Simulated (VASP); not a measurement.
# SiNi (Pnma) in VASP: single point with PBE+U

Aim: the single point of SiNi with PBE+U.

All numbers are computed with VASP 6.6.1; they aren't measurements. Logs are shortened: lines on timing, memory, paths and dates and some standing lists are left out, and cuts for length are marked.

## (1) The cell of the first run

The structure is orthorhombic, space group Pnma (No. 62). The conventional cell has a = 5.173 Å, b = 3.338 Å, c = 5.605 Å, α = 90.00°, β = 90.00°, γ = 90.00°. Within 3.0 Å of Si (site symmetry m) lie 6 Ni at 2.28 to 2.40 Å and 2 Si at 2.66 Å. Within 3.0 Å of Ni (site symmetry m) lie 6 Si at 2.28 to 2.40 Å and 4 Ni at 2.68 to 2.69 Å.

## (2) Single point, PBE+U

INCAR

```
SYSTEM = SiNi
PREC     = Accurate       ! precision mode
ENCUT    = 520            ! plane-wave cutoff, eV
EDIFF    = 1E-6           ! SCF threshold, eV
ISMEAR   = 0              ! smearing method
SIGMA    = 0.05           ! smearing width, eV
LREAL    = .FALSE.        ! projectors in reciprocal space
LASPH    = .TRUE.         ! aspherical terms in the spheres
NELM     = 150            ! most SCF steps
ALGO     = Normal         ! electronic algorithm
ISIF     = 2              ! what is computed and relaxed
LWAVE    = .FALSE.        ! write WAVECAR
LCHARG   = .FALSE.        ! write CHGCAR
LMAXMIX  = 4              ! l up to which the mixer works
LDAU     = .TRUE.         ! DFT+U
LDAUTYPE = 2            
LDAUL    = -1 2           ! shell
LDAUU    = 0 8            ! U, eV
LDAUJ    = 0 0          
LDAUPRINT= 1            
GGA      = PE             ! functional
NBANDS   = 38             ! bands
```

KPOINTS

```
regular mesh
0
G
  6 9 6
  0 0 0
```

POSCAR

```
SiNi
1.0
    5.1731000000      0.0000000000      0.0000000000
    0.0000000000      3.3381000000      0.0000000000
    0.0000000000      0.0000000000      5.6049000000
Si Ni
4 4
Direct
    0.3212800000      0.7500000000      0.0825000000
    0.1787200000      0.2500000000      0.5825000000
    0.8212800000      0.7500000000      0.4175000000
    0.6787200000      0.2500000000      0.9175000000
    0.0077900000      0.2500000000      0.1875200000
    0.4922100000      0.7500000000      0.6875200000
    0.5077900000      0.2500000000      0.3124800000
    0.9922100000      0.7500000000      0.8124800000
```

Potentials or basis: VASP PAW PBE potentials, release 64 (Si, Ni).

Command:

```bash
cat potpaw_PBE.64/Si/POTCAR potpaw_PBE.64/Ni/POTCAR > POTCAR
mpirun -np 1 vasp_std > vasp.out
```

OUTCAR:

```text
SYSTEM = SiNi
   PREC = Accurate
   ENCUT = 520
   EDIFF = 1E-6
   ISMEAR = 0
   LREAL = .FALSE.
   LASPH = .TRUE.
   NELM = 150
   ISIF = 2
   GGA = PE

 ion  position               nearest neighbor table
   1  0.321  0.750  0.083-   8 2.28   7 2.32   7 2.32   6 2.38   5 2.40   5 2.40   4 2.66   4 2.66

   2  0.179  0.250  0.583-   7 2.28   8 2.32   8 2.32   5 2.38   6 2.40   6 2.40   3 2.66   3 2.66

   3  0.821  0.750  0.417-   6 2.28   5 2.32   5 2.32   8 2.38   7 2.40   7 2.40   2 2.66   2 2.66

   4  0.679  0.250  0.917-   5 2.28   6 2.32   6 2.32   7 2.38   8 2.40   8 2.40   1 2.66   1 2.66

   5  0.008  0.250  0.188-   4 2.28   3 2.32   3 2.32   2 2.38   1 2.40   1 2.40   7 2.68   7 2.68
                             8 2.69   8 2.69
   6  0.492  0.750  0.688-   3 2.28   4 2.32   4 2.32   1 2.38   2 2.40   2 2.40   8 2.68   8 2.68
                             7 2.69   7 2.69
   7  0.508  0.250  0.312-   2 2.28   1 2.32   1 2.32   4 2.38   3 2.40   3 2.40   5 2.68   5 2.68
                             6 2.69   6 2.69
   8  0.992  0.750  0.812-   1 2.28   2 2.32   2 2.32   3 2.38   4 2.40   4 2.40   6 2.68   6 2.68
                             5 2.69   5 2.69

  LATTYP: Found a simple orthorhombic cell.
 ALAT       =     3.3381000000
 B/A-ratio  =     1.5497139091
 C/A-ratio  =     1.6790689314

  Lattice vectors:

 A1 = (   0.0000000000,  -3.3381000000,   0.0000000000)
 A2 = (   5.1731000000,   0.0000000000,   0.0000000000)
 A3 = (   0.0000000000,   0.0000000000,   5.6049000000)

Analysis of symmetry for initial positions (statically):
=====================================================================
 Subroutine PRICEL returns:
 Original cell was already a primitive cell.

 Routine SETGRP: Setting up the symmetry group for a
 simple orthorhombic supercell.

 Subroutine GETGRP returns: Found  8 space group operations
 (whereof  2 operations were pure point group operations)
 out of a pool of  8 trial point group operations.

The static configuration has the point symmetry S_2 .
 The point group associated with its full space group is D_2h.

Analysis of symmetry for dynamics (positions and initial velocities):
=====================================================================
 Subroutine PRICEL returns:
 Original cell was already a primitive cell.

 Routine SETGRP: Setting up the symmetry group for a
 simple orthorhombic supercell.

 Subroutine GETGRP returns: Found  8 space group operations
 (whereof  2 operations were pure point group operations)
 out of a pool of  8 trial point group operations.

The dynamic configuration has the point symmetry S_2 .
 The point group associated with its full space group is D_2h.

 Subroutine INISYM returns: Found  8 space group operations
 (whereof  2 operations are pure point group operations),
 and found     1 'primitive' translations

----------------------------------------------------------------------------------------

                                     Primitive cell

  volume of cell :      96.7872

  direct lattice vectors                    reciprocal lattice vectors
     5.173100000  0.000000000  0.000000000     0.193307688  0.000000000  0.000000000
     0.000000000  3.338100000  0.000000000     0.000000000  0.299571613  0.000000000
     0.000000000  0.000000000  5.604900000     0.000000000  0.000000000  0.178415315

  length of vectors
     5.173100000  3.338100000  5.604900000     0.193307688  0.299571613  0.178415315

  position of ions in fractional coordinates (direct lattice)
     0.321280000  0.750000000  0.082500000
     0.178720000  0.250000000  0.582500000
     0.821280000  0.750000000  0.417500000
     0.678720000  0.250000000  0.917500000
     0.007790000  0.250000000  0.187520000
     0.492210000  0.750000000  0.687520000
     0.507790000  0.250000000  0.312480000
     0.992210000  0.750000000  0.812480000

  ion indices of the primitive-cell ions
   primitive index   ion index
                 1           1
                 2           2
                 3           3
                 4           4
                 5           5
                 6           6
                 7           7
                 8           8

----------------------------------------------------------------------------------------

 KPOINTS: regular mesh

Automatic generation of k-mesh.
 Grid dimensions read from file:
 generate k-points for:    6    9    6

 Generating k-lattice:

  Cartesian coordinates                     Fractional coordinates (reciprocal lattice)
     0.032217948  0.000000000  0.000000000     0.166666667  0.000000000  0.000000000
     0.000000000  0.033285735  0.000000000     0.000000000  0.111111111  0.000000000
     0.000000000  0.000000000  0.029735886     0.000000000  0.000000000  0.166666667

  Length of vectors
     0.032217948  0.033285735  0.029735886

  Shift w.r.t. Gamma in fractional coordinates (k-lattice)
     0.000000000  0.000000000  0.000000000

 Subroutine IBZKPT returns following result:
 ===========================================

 Found     80 irreducible k-points:

 Following reciprocal coordinates:
            Coordinates               Weight
  0.000000  0.000000  0.000000      1.000000
  0.166667  0.000000  0.000000      2.000000
  0.333333  0.000000  0.000000      2.000000
  0.500000  0.000000  0.000000      1.000000
  0.000000  0.111111  0.000000      2.000000
  0.166667  0.111111  0.000000      4.000000
[... 16 lines left out ...]
  0.333333  0.000000  0.166667      4.000000
  0.500000  0.000000  0.166667      2.000000
 [... further k-points ...]
   k-points           NKPTS =     80   k-points in BZ     NKDIM =     80   number of bands    NBANDS=     38
   number of dos      NEDOS =    301   number of ions     NIONS =      8
   total plane-waves  NPLWV =  47040
   dimension x,y,z NGX =    40 NGY =   28 NGZ =   42
   dimension x,y,z NGXF=    80 NGYF=   56 NGZF=   84
   ions per type =               4   4
   NGX,Y,Z   is equivalent  to a cutoff of  12.85, 13.94, 12.46 a.u.
   NGXF,Y,Z  is equivalent  to a cutoff of  25.71, 27.89, 24.92 a.u.
 SYSTEM =  SiNi
   PREC   = accura    normal or accurate (medium, high low for compatibility)
   ISTART =      0    job   : 0-new  1-cont  2-samecut
   ICHARG =      2    charge: 1-file 2-atom 10-const
   ISPIN  =      1    spin polarized calculation?
   LNONCOLLINEAR =      F non collinear calculations
   LSORBIT =      F    spin-orbit coupling
   LASPH  =      T    aspherical Exc in radial PAW
   ENCUT  =  520.0 eV  38.22 Ry    6.18 a.u.   9.62  6.21 10.42*2*pi/ulx,y,z
   NELM   =    150;   NELMIN=  2; NELMDL= -5     # of ELM steps
   EDIFF  = 0.1E-05   stopping-criterion for ELM
   LREAL  =      F    real-space projection
   EDIFFG = 0.1E-04   stopping-criterion for IOM
   NSW    =      0    number of steps for IOM
   IBRION =     -1    ionic relax: 0-MD 1-quasi-New 2-CG
   NFREE  =      0    steps in history (QN), initial steepest desc. (CG)
   ISIF   =      2    stress and relaxation
   ISYM   =      2    0-nonsym 1-usesym 2-fastsym
   POTIM  = 0.5000    time-step for ionic-motion
   TEBEG  =    0.0;   TEEND  =   0.0 temperature during run
   PSTRESS=    0.0 pullay stress
   NELECT =      56.0000    total number of electrons
   NUPDOWN=      -1.0000    fix difference up-down
   EMIN   =  10.00;   EMAX   =-10.00  energy-range for DOS
   EFERMI =   0.00;   METHOD = LEGACY
   ISMEAR =     0;   SIGMA  =   0.05  broadening in eV -4-tet -1-fermi 0-gaus
   EFERMI_NEDOS =   21; number of points for ismear=-14 and -15
   IALGO  =     38    algorithm
   IMIX   =      4    mixing-type and parameters
     AMIX     =   0.40;   BMIX     =  1.00
     AMIX_MAG =   1.60;   BMIX_MAG =  1.00
  volume/ion in A,a.u.               =      12.10        81.64
  Fermi-wavevector in a.u.,A,eV,Ry     =   1.364158  2.577886 25.319466  1.860928
  Thomas-Fermi vector in A             =   2.490499
   LORBIT       =      0    0 simple, 1 ext, 2 COOP (PROOUT), +10 PAW based schemes
 LDA+U is selected, type is set to LDAUTYPE =  2
   angular momentum for each species LDAUL =    -1    2
   U (eV)           for each species LDAUU =   0.0  8.0
   J (eV)           for each species LDAUJ =   0.0  0.0
   GGA     = PE    functional components
   LHFCALC =     F    Hartree Fock is set to
   AEXX    =    0.0000 exact exchange contribution
   IVDW    =     0    specifies the selected vdW correction
   LEPSILON=     F    determine dielectric tensor
   LRPA    =     F    only Hartree local field effects (RPA)
 non-spin polarized calculation
 Gauss-broadening in eV      SIGMA  =   0.05
  energy-cutoff  :      520.00
  volume of cell :       96.79
 maximum number of plane-waves:      2638
 NGX is ok and might be reduce to    40
   NGX = 19   NGY = 13   NGZ = 21

atom =   5  type =  2  l = 2

 onsite density matrix

spin component  1

  0.8865  0.0349 -0.0000 -0.0000  0.0000
  0.0349  0.8616  0.0000  0.0000 -0.0000
 -0.0000  0.0000  0.9104 -0.0193  0.0115
 -0.0000  0.0000 -0.0193  0.8952 -0.0174
  0.0000 -0.0000  0.0115 -0.0174  0.9179
[... 110 lines left out ...]
  o =  0.8370  v = -0.5765  0.8171 -0.0000 -0.0000 -0.0000  0.0000  0.0000  0.0000  0.0000  0.0000      0.0000  0.0000  0.0000  0.0000  0.0000  0.0000  0.0000  0.0000  0.0000  0.0000
  o =  0.8370  v =  0.0000  0.0000  0.0000  0.0000  0.0000 -0.5765  0.8171 -0.0000 -0.0000 -0.0000      0.0000  0.0000  0.0000  0.0000  0.0000  0.0000  0.0000  0.0000  0.0000  0.0000
  o =  0.8799  v =  0.0000 -0.0000 -0.4449 -0.8574 -0.2589  0.0000  0.0000  0.0000  0.0000  0.0000      0.0000  0.0000  0.0000  0.0000  0.0000  0.0000  0.0000  0.0000  0.0000  0.0000
  o =  0.8799  v =  0.0000  0.0000  0.0000  0.0000  0.0000  0.0000 -0.0000 -0.4449 -0.8574 -0.2589      0.0000  0.0000  0.0000  0.0000  0.0000  0.0000  0.0000  0.0000  0.0000  0.0000
  o =  0.9029  v =  0.0000  0.0000  0.0000  0.0000  0.0000  0.0000  0.0000 -0.6945  0.1478  0.7041      0.0000  0.0000  0.0000  0.0000  0.0000  0.0000  0.0000  0.0000  0.0000  0.0000
  o =  0.9029  v =  0.0000  0.0000 -0.6945  0.1478  0.7041  0.0000  0.0000  0.0000  0.0000  0.0000      0.0000  0.0000  0.0000  0.0000  0.0000  0.0000  0.0000  0.0000  0.0000  0.0000
  o =  0.9112  v = -0.8171 -0.5765  0.0000  0.0000  0.0000  0.0000  0.0000  0.0000  0.0000  0.0000      0.0000  0.0000  0.0000  0.0000  0.0000  0.0000  0.0000  0.0000  0.0000  0.0000
  o =  0.9112  v =  0.0000  0.0000  0.0000  0.0000  0.0000 -0.8171 -0.5765  0.0000  0.0000  0.0000      0.0000  0.0000  0.0000  0.0000  0.0000  0.0000  0.0000  0.0000  0.0000  0.0000
  o =  0.9407  v =  0.0000  0.0000  0.5654 -0.4930  0.6612  0.0000  0.0000  0.0000  0.0000  0.0000      0.0000  0.0000  0.0000  0.0000  0.0000  0.0000  0.0000  0.0000  0.0000  0.0000
  o =  0.9407  v =  0.0000  0.0000  0.0000  0.0000  0.0000  0.0000  0.0000  0.5654 -0.4930  0.6612      0.0000  0.0000  0.0000  0.0000  0.0000  0.0000  0.0000  0.0000  0.0000  0.0000

 number of electron      55.9999991 magnetization

 Free energy of the ion-electron system (eV)
  ---------------------------------------------------
  ext. energy  EPLUGINS =         0.00000000
  ---------------------------------------------------
  free energy    TOTEN  =       -29.63513492 eV

  energy without entropy =      -29.63221282  energy(sigma->0) =      -29.63367387

 E-fermi :   9.6970     XC(G=0): -12.1436

 val. band max:        9.6955092299   @ k =   0.1667   0.4444   0.3333
 cond. band min:       9.7089168609   @ k =   0.3333   0.2222   0.1667
 fundamental gap:      0.0134076309
 Fermi energy:         9.6969544255

 k-point     1 :       0.0000    0.0000    0.0000
  band No.  band energies     occupation
      1      -2.6889      2.00000
      2       0.2981      2.00000
      3       1.6377      2.00000
      4       2.4413      2.00000
      5       3.4722      2.00000
      6       3.7480      2.00000
[... 973 lines left out ...]
     37      15.3853      0.00000
     38      15.3853      0.00000

 [... further k-points ...]
[... 5 lines left out ...]
  --------------------------------------------------------------------------------------
  -------------------------------------------------------------------------------------
  Total       -5.5653199     -6.7516337     -6.4665365      0.0000000      0.0000000      0.0000000
  in kB      -92.1260873   -111.7638541   -107.0444679      0.0000000      0.0000000      0.0000000
  external PRESSURE =    -103.6448031 kB  Pullay stress =       0.0000000 kB

 VOLUME and BASIS-vectors are now :
 -----------------------------------------------------------------------------
  energy-cutoff  :      520.00
  volume of cell :       96.79
      direct lattice vectors                 reciprocal lattice vectors
     5.173100000  0.000000000  0.000000000     0.193307688  0.000000000  0.000000000
     0.000000000  3.338100000  0.000000000     0.000000000  0.299571613  0.000000000
     0.000000000  0.000000000  5.604900000     0.000000000  0.000000000  0.178415315

 POSITION                                       TOTAL-FORCE (eV/Angst)
 -----------------------------------------------------------------------------------
      1.66201      2.50357      0.46240        -0.248856     -0.000000      0.052598
      0.92454      0.83452      3.26485         0.248856     -0.000000      0.052598
      4.24856      2.50357      2.34005        -0.248856     -0.000000     -0.052598
      3.51109      0.83452      5.14250         0.248856     -0.000000     -0.052598
      0.04030      0.83452      1.05103         0.008194      0.000000      0.114936
      2.54625      2.50357      3.85348        -0.008194      0.000000      0.114936
      2.62685      0.83452      1.75142         0.008194     -0.000000     -0.114936
      5.13280      2.50357      4.55387        -0.008194      0.000000     -0.114936
 -----------------------------------------------------------------------------------
    total drift:                                0.000000      0.000000     -0.000000

  FREE ENERGIE OF THE ION-ELECTRON SYSTEM (eV)
  ---------------------------------------------------
  free  energy   TOTEN  =       -29.6351349169 eV

  energy  without entropy=      -29.6322128217  energy(sigma->0) =      -29.63367387
```

Run time: 2.1 min. Hardware: 1 thread of Intel Xeon 6975P-C (Granite Rapids), shared host; peak memory 0.35 GiB.

What came out:

```yaml
Free_energy: -29.6351 eV
Pressure: -10.4 GPa
Largest_force: 0.254 eV/Å
Band_gap_on_the_k_mesh: zero (bands 28 and 29 overlap by 2.15 eV)
```

Forces in eV/Å, atoms in the order of the input:
```
Si  -0.249  0.000  0.053
Si   0.249  0.000  0.053
Si  -0.249  0.000 -0.053
Si   0.249  0.000 -0.053
Ni   0.008  0.000  0.115
Ni  -0.008  0.000  0.115
Ni   0.008  0.000 -0.115
Ni  -0.008  0.000 -0.115
```

Eigenvalues of the final occupation matrices:
```
    site  spin  trace               eigenvalues
site 5 d     1   4.47  0.84 0.88 0.90 0.91 0.94
site 5 d     2   4.47  0.84 0.88 0.90 0.91 0.94
site 6 d     1   4.47  0.84 0.88 0.90 0.91 0.94
site 6 d     2   4.47  0.84 0.88 0.90 0.91 0.94
site 7 d     1   4.47  0.84 0.88 0.90 0.91 0.94
site 7 d     2   4.47  0.84 0.88 0.90 0.91 0.94
site 8 d     1   4.47  0.84 0.88 0.90 0.91 0.94
site 8 d     2   4.47  0.84 0.88 0.90 0.91 0.94
```

Caveat: the cell stands under tension; U without spin polarisation on a metal has little footing; the U is typed as a test and isn't derived for this compound.
